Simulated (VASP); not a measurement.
# NaMoO3 (Pm-3m) in VASP: a series of runs

NaMoO3 is run at these levels: LDA; tasks: single point, relaxation of cell and atoms.

All numbers are computed with VASP 6.6.1; they aren't measurements. Logs are shortened: lines on timing, memory, paths and dates and some standing lists are left out, and cuts for length are marked.

### 1 The cell of the first run

Symmetry: Pm-3m, No. 221, cubic system. Conventional cell: a = 3.830 Å, b = 3.830 Å, c = 3.830 Å, α = 90.00°, β = 90.00°, γ = 90.00°. Na (site symmetry m-3m) has 12 O at 2.71 Å and 8 Mo at 3.32 Å within 3.6 Å. Mo (site symmetry m-3m) has 6 O at 1.92 Å within 2.5 Å. O (site symmetry 4/mmm) has 2 Mo at 1.92 Å within 2.5 Å.

### 2 Single point, LDA, collinear spin

The input, INCAR:

```
SYSTEM = NaMoO3
PREC = Accurate ; ENCUT = 520
EDIFF = 1E-7 ; ISMEAR = 1
SIGMA = 0.02 ; LREAL = .False.
LASPH = .True. ; NELM = 150
ALGO = Normal ; ISIF = 2
LWAVE = .False. ; LCHARG = .True.
ISPIN = 2 ; MAGMOM = 0 1 0 0 0
LORBIT = 11 ; LMAXMIX = 4
LELF = .True. ; LVHAR = .True.
NBANDS = 32
```

The input, KPOINTS:

```
regular mesh
0
Gamma
  6 6 6
  0 0 0
```

The input, POSCAR:

```
NaMoO3
1.0
    3.8302788559      0.0000000000      0.0000000000
    0.0000000000      3.8302788559      0.0000000000
    0.0000000000      0.0000000000      3.8302788559
Na Mo O
1 1 3
Direct
    0.5000000000      0.5000000000      0.5000000000
    0.0000000000      0.0000000000      0.0000000000
    0.5000000000      0.0000000000      0.0000000000
    0.0000000000      0.0000000000      0.5000000000
    0.0000000000      0.5000000000      0.0000000000
```

Potentials or basis: VASP PAW LDA potentials, release 64 (Na_pv, Mo_sv, O).

Run with:

```sh
cat potpaw_LDA.64/Na_pv/POTCAR potpaw_LDA.64/Mo_sv/POTCAR potpaw_LDA.64/O/POTCAR > POTCAR
mpirun -np 1 vasp_std > vasp.out
```

OUTCAR:

```text
SYSTEM = NaMoO3
   PREC = Accurate
   ENCUT = 520
   EDIFF = 1E-7
   ISMEAR = 1
   LREAL = .False.
   LASPH = .True.
   NELM = 150
   ISIF = 2
   ISPIN = 2
   LORBIT = 11

 ion  position               nearest neighbor table
   1  0.500  0.500  0.500-
   2  0.000  0.000  0.000-   3 1.92   4 1.92   5 1.92   4 1.92   5 1.92   3 1.92
   3  0.500  0.000  0.000-   2 1.92   2 1.92
   4  0.000  0.000  0.500-   2 1.92   2 1.92
   5  0.000  0.500  0.000-   2 1.92   2 1.92

  LATTYP: Found a simple cubic cell.
 ALAT       =     3.8302788559

  Lattice vectors:

 A1 = (   3.8302788559,   0.0000000000,   0.0000000000)
 A2 = (   0.0000000000,   3.8302788559,   0.0000000000)
 A3 = (   0.0000000000,   0.0000000000,   3.8302788559)

Analysis of symmetry for initial positions (statically):
=====================================================================
 Subroutine PRICEL returns:
 Original cell was already a primitive cell.

 Routine SETGRP: Setting up the symmetry group for a
 simple cubic supercell.

 Subroutine GETGRP returns: Found 48 space group operations
 (whereof 48 operations were pure point group operations)
 out of a pool of 48 trial point group operations.

The static configuration has the point symmetry O_h .

Analysis of symmetry for dynamics (positions and initial velocities):
=====================================================================
 Subroutine PRICEL returns:
 Original cell was already a primitive cell.

 Routine SETGRP: Setting up the symmetry group for a
 simple cubic supercell.

 Subroutine GETGRP returns: Found 48 space group operations
 (whereof 48 operations were pure point group operations)
 out of a pool of 48 trial point group operations.

The dynamic configuration has the point symmetry O_h .

Analysis of structural, dynamic, and magnetic symmetry:
=====================================================================
 Subroutine PRICEL returns:
 Original cell was already a primitive cell.

 Routine SETGRP: Setting up the symmetry group for a
 simple cubic supercell.

 Subroutine GETGRP returns: Found 48 space group operations
 (whereof 48 operations were pure point group operations)
 out of a pool of 48 trial point group operations.

The overall configuration has the point symmetry O_h .

 Subroutine INISYM returns: Found 48 space group operations
[... 123 lines left out ...]
   GGA     = CA    functional components
   LHFCALC =     F    Hartree Fock is set to
   AEXX    =    0.0000 exact exchange contribution
   IVDW    =     0    specifies the selected vdW correction
   LEPSILON=     F    determine dielectric tensor
   LRPA    =     F    only Hartree local field effects (RPA)
 spin polarized calculation
 Methfessel and Paxton  Order N= 1 SIGMA  =   0.02
  energy-cutoff  :      520.00
  volume of cell :       56.19
 maximum number of plane-waves:      1532
   NGX = 15   NGY = 15   NGZ = 15

 number of electron      38.9999993 magnetization       0.0971577

 Free energy of the ion-electron system (eV)
  ---------------------------------------------------
  ext. energy  EPLUGINS =         0.00000000
  ---------------------------------------------------
  free energy    TOTEN  =       -41.33221752 eV

  energy without entropy =      -41.33211326  energy(sigma->0) =      -41.33218277

 E-fermi :   5.7778     XC(G=0): -11.4718

 val. band max:        5.7597809781   @ k =   0.1667   0.1667   0.0000
 cond. band min:       5.7811249017   @ k =   0.3333   0.1667   0.1667
 fundamental gap:      0.0213439236
 Fermi energy:         5.7778078228

 spin component 1

 k-point     1 :       0.0000    0.0000    0.0000
  band No.  band energies     occupation
      1     -56.7509      1.00000
      2     -31.1220      1.00000
      3     -31.1220      1.00000
      4     -31.1220      1.00000
      5     -17.9977      1.00000
      6     -17.9977      1.00000
[... 669 lines left out ...]
     30      16.3106      0.00000
     31      16.3106      0.00000
 Fermi energy:         5.7778078228

 spin component 2

 k-point     1 :       0.0000    0.0000    0.0000
  band No.  band energies     occupation
      1     -56.7031      1.00000
      2     -31.0723      1.00000
      3     -31.0723      1.00000
      4     -31.0723      1.00000
      5     -17.9975      1.00000
      6     -17.9975      1.00000
[... 669 lines left out ...]
     30      16.3170      0.00000
     31      16.3170      0.00000
 [bands above 31 left out]

------------------------ aborting loop because EDIFF is reached ----------------------------------------

  FORCE on cell =-STRESS in cart. coord.  units (eV):
  Direction    XX          YY          ZZ          XY          YZ          ZX
  --------------------------------------------------------------------------------------
  -------------------------------------------------------------------------------------
  Total        0.2935023      0.2935023      0.2935023      0.0000000      0.0000000      0.0000000
  in kB        8.3681790      8.3681790      8.3681790      0.0000000      0.0000000      0.0000000
  external PRESSURE =       8.3681790 kB  Pullay stress =       0.0000000 kB

 VOLUME and BASIS-vectors are now :
 -----------------------------------------------------------------------------
  energy-cutoff  :      520.00
  volume of cell :       56.19
      direct lattice vectors                 reciprocal lattice vectors
     3.830278856  0.000000000  0.000000000     0.261077597  0.000000000  0.000000000
     0.000000000  3.830278856  0.000000000     0.000000000  0.261077597  0.000000000
     0.000000000  0.000000000  3.830278856     0.000000000  0.000000000  0.261077597

 POSITION                                       TOTAL-FORCE (eV/Angst)
 -----------------------------------------------------------------------------------
      1.91514      1.91514      1.91514         0.000000      0.000000      0.000000
      0.00000      0.00000      0.00000         0.000000      0.000000      0.000000
      1.91514      0.00000      0.00000         0.000000      0.000000      0.000000
      0.00000      0.00000      1.91514         0.000000      0.000000      0.000000
      0.00000      1.91514      0.00000         0.000000      0.000000      0.000000
 -----------------------------------------------------------------------------------
    total drift:                                0.000000      0.000000     -0.000000

  FREE ENERGIE OF THE ION-ELECTRON SYSTEM (eV)
  ---------------------------------------------------
  free  energy   TOTEN  =       -41.3322175178 eV

  energy  without entropy=      -41.3321132642  energy(sigma->0) =      -41.33218277

 total charge

# of ion       s       p       d       tot
------------------------------------------
    1        0.035   5.973   0.000   6.008
    2        2.380   6.379   3.761  12.520
    3        1.559   3.488   0.000   5.047
    4        1.559   3.488   0.000   5.047
    5        1.559   3.488   0.000   5.047
--------------------------------------------------
tot          7.092  22.816   3.761  33.669

 magnetization (x)

# of ion       s       p       d       tot
------------------------------------------
    1        0.000   0.000   0.000   0.000
    2        0.000   0.001   0.072   0.073
    3        0.000   0.003   0.000   0.003
    4        0.000   0.003   0.000   0.003
    5        0.000   0.003   0.000   0.003
--------------------------------------------------
tot          0.001   0.010   0.072   0.083
```

stdout:

```text
POSCAR found type information on POSCAR NaMoO
 POSCAR found :  3 types and       5 ions
 scaLAPACK will be used
 LDA part: xc-table for (Slater(with rela. corr.)+CA(PZ))
 , standard interpolation
 POSCAR, INCAR and KPOINTS ok, starting setup
 FFT: planning ... GRIDC
 FFT: planning ... GRID_SOFT
 FFT: planning ... GRID
 WAVECAR not read
 entering main loop
```

Run time: 1.9 min. Hardware: 1 thread of Intel Xeon 8259CL, shared host; peak memory 0.18 GiB.

Results:

```
Free energy                                           : -41.3322 eV
Pressure                                              : 0.8 GPa
Net moment                                            : 0.10 μB per cell
Site moments                                          : Na +0.00; Mo +0.07; O +0.00 μB
Valence electrons inside the program's atomic spheres : Na 6.01; Mo 12.52; O 5.05
```

### 3 Relaxation of cell and atoms, LDA, collinear spin

This run uses another cell than the first one, of 12.32 Å³/atom.

The input, INCAR:

```
ALGO = Normal
EDIFF = 1E-6
EDIFFG = -0.02
ENCUT = 600
IBRION = 2
ISIF = 3
ISMEAR = 1
ISPIN = 2
LASPH = True
LCHARG = False
LMAXMIX = 4
LORBIT = 11
LREAL = False
LWAVE = False
MAGMOM = 0 1 0 0 0
NELM = 150
NSW = 80
PREC = Accurate
SIGMA = 0.02
```

The input, KPOINTS:

```
k-points
0
Gamma
  6 6 6
```

POSCAR, as its differences from that of step 2:

```diff
@@ -2,5 +2,5 @@
 1.0
-    3.8302788559      0.0000000000      0.0000000000
-    0.0000000000      3.8302788559      0.0000000000
-    0.0000000000      0.0000000000      3.8302788559
+    3.9488820000      0.0000000000      0.0000000000
+    0.0000000000      3.9488820000      0.0000000000
+    0.0000000000      0.0000000000      3.9488820000
 Na Mo O
```

Potentials or basis: VASP PAW LDA potentials, release 64 (Na_pv, Mo_sv, O).

Run with:

```sh
cat potpaw_LDA.64/Na_pv/POTCAR potpaw_LDA.64/Mo_sv/POTCAR potpaw_LDA.64/O/POTCAR > POTCAR
mpirun -np 1 vasp_std > vasp.out
```

OUTCAR:

```text
EDIFF = 1E-6
   EDIFFG = -0.02
   ENCUT = 600
   IBRION = 2
   ISIF = 3
   ISMEAR = 1
   ISPIN = 2
   LASPH = True
   LORBIT = 11
   LREAL = False
   NELM = 150
   NSW = 80
   PREC = Accurate

 ion  position               nearest neighbor table
   1  0.500  0.500  0.500-
   2  0.000  0.000  0.000-   3 1.97   4 1.97   5 1.97   4 1.97   5 1.97   3 1.97
   3  0.500  0.000  0.000-   2 1.97   2 1.97
   4  0.000  0.000  0.500-   2 1.97   2 1.97
   5  0.000  0.500  0.000-   2 1.97   2 1.97

  LATTYP: Found a simple cubic cell.
 ALAT       =     3.9488820000

  Lattice vectors:

 A1 = (   3.9488820000,   0.0000000000,   0.0000000000)
 A2 = (   0.0000000000,   3.9488820000,   0.0000000000)
 A3 = (   0.0000000000,   0.0000000000,   3.9488820000)

Analysis of symmetry for initial positions (statically):
=====================================================================
 Subroutine PRICEL returns:
 Original cell was already a primitive cell.

 Routine SETGRP: Setting up the symmetry group for a
 simple cubic supercell.

 Subroutine GETGRP returns: Found 48 space group operations
 (whereof 48 operations were pure point group operations)
 out of a pool of 48 trial point group operations.

The static configuration has the point symmetry O_h .

Analysis of symmetry for dynamics (positions and initial velocities):
=====================================================================
 Subroutine PRICEL returns:
 Original cell was already a primitive cell.
[... 293 lines left out ...]

 number of electron      39.0000012 magnetization      -0.0029388

 Free energy of the ion-electron system (eV)
  ---------------------------------------------------
  ext. energy  EPLUGINS =         0.00000000
  ---------------------------------------------------
  free energy    TOTEN  =       -41.35512259 eV

  energy without entropy =      -41.35497808  energy(sigma->0) =      -41.35507442

 E-fermi :   5.7597     XC(G=0): -11.4600

 val. band max:        5.7533512573   @ k =   0.1667   0.1667   0.0000
 cond. band min:       5.7734299529   @ k =   0.3333   0.1667   0.1667
 fundamental gap:      0.0200786956
 Fermi energy:         5.7596808870

 spin component 1

 k-point     1 :       0.0000    0.0000    0.0000
  band No.  band energies     occupation
      1     -56.7572      1.00000
      2     -31.1253      1.00000
      3     -31.1253      1.00000
      4     -31.1253      1.00000
      5     -18.0200      1.00000
      6     -18.0200      1.00000
[... 529 lines left out ...]
     23      11.1293      0.00000
     24      14.7303      0.00000
 Fermi energy:         5.7596808870

 spin component 2

 k-point     1 :       0.0000    0.0000    0.0000
  band No.  band energies     occupation
      1     -56.7586      1.00000
      2     -31.1267      1.00000
      3     -31.1267      1.00000
      4     -31.1267      1.00000
      5     -18.0200      1.00000
      6     -18.0200      1.00000
[... 561 lines left out ...]
  FREE ENERGIE OF THE ION-ELECTRON SYSTEM (eV)
  ---------------------------------------------------
  free  energy   TOTEN  =       -41.3551225896 eV

  energy  without entropy=      -41.3549780758  energy(sigma->0) =      -41.35507442

 reached required accuracy - stopping structural energy minimisation

 total charge

# of ion       s       p       d       tot
------------------------------------------
    1        0.035   5.973   0.000   6.008
    2        2.378   6.378   3.756  12.512
    3        1.555   3.489   0.000   5.044
    4        1.555   3.489   0.000   5.044
    5        1.555   3.489   0.000   5.044
--------------------------------------------------
tot          7.079  22.818   3.756  33.654

 magnetization (x)

# of ion       s       p       d       tot
------------------------------------------
    1       -0.000  -0.000   0.000  -0.000
    2       -0.000  -0.000  -0.004  -0.004
    3       -0.000  -0.000   0.000  -0.000
    4       -0.000  -0.000   0.000  -0.000
    5       -0.000  -0.000   0.000  -0.000
--------------------------------------------------
tot         -0.000  -0.001  -0.004  -0.004
```

OSZICAR:

```text
N       E                     dE             d eps       ncg     rms          rms(c)
DAV:   1     0.462320202000E+03    0.46232E+03   -0.23238E+04  1920   0.201E+03
DAV:   2    -0.989890170355E+01   -0.47222E+03   -0.46326E+03  2200   0.534E+02
DAV:   3    -0.486453986688E+02   -0.38746E+02   -0.38521E+02  2288   0.149E+02
[... 38 lines left out ...]
       N       E                     dE             d eps       ncg     rms          rms(c)
DAV:   1    -0.413560598064E+02   -0.10684E-02   -0.26585E-02  2080   0.177E+00    0.470E-01
DAV:   2    -0.413552328469E+02    0.82696E-03   -0.18678E-03  2064   0.413E-01    0.111E-01
DAV:   3    -0.413551296701E+02    0.10318E-03   -0.50244E-04  2096   0.164E-01    0.226E-02
DAV:   4    -0.413551235683E+02    0.61018E-05   -0.21389E-05  2536   0.435E-02    0.259E-02
DAV:   5    -0.413551225896E+02    0.97863E-06   -0.58959E-06  2000   0.210E-02
   4 F= -.41355123E+02 E0= -.41355074E+02  d E =-.289794E+00  mag=    -0.0045
```

Run time: 3.8 min. Hardware: 1 thread of Intel Xeon 8259CL, shared host; peak memory 0.21 GiB.

Results:

```yaml
Free_energy: -41.3551 eV
Relaxed_volume: 11.26 Å³/atom
Relaxed_cell: a = 3.833 Å, b = 3.833 Å, c = 3.833 Å, α = 90.00°, β = 90.00°, γ = 90.00°
Space_group_after_relaxing_to_0.1_Å: Pm-3m (No. 221)
Energy_gained_by_relaxing: 58.0 meV/atom
Ionic_steps: 4
Pressure_after_relaxing: -0.1 GPa
Net_moment: 0.00 μB per cell
Valence_electrons_inside_the_program's_atomic_spheres: Na 6.01; Mo 12.51; O 5.04
```

The path:
```tsv
step	energy change (eV)	largest force (eV/Å)	pressure (GPa)	volume (Å³)
1	0.0000	0.0000	-16.27	61.58
2	0.1139	0.0000	27.06	51.09
3	-0.2897	0.0000	-0.45	56.42
4	-0.2898	0.0000	-0.06	56.32
```

Final structure:
```yaml
crystal:
  lattice:
    - [3.83310, 0.00000, 0.00000]
    - [0.00000, 3.83310, 0.00000]
    - [0.00000, 0.00000, 3.83310]
  atoms:
    - { symbol: Na, position: [0.50000, 0.50000, 0.50000] }
    - { symbol: Mo, position: [0.00000, 0.00000, 0.00000] }
    - { symbol: O, position: [0.50000, 0.00000, 0.00000] }
    - { symbol: O, position: [0.00000, 0.00000, 0.50000] }
    - { symbol: O, position: [0.00000, 0.50000, 0.00000] }
```
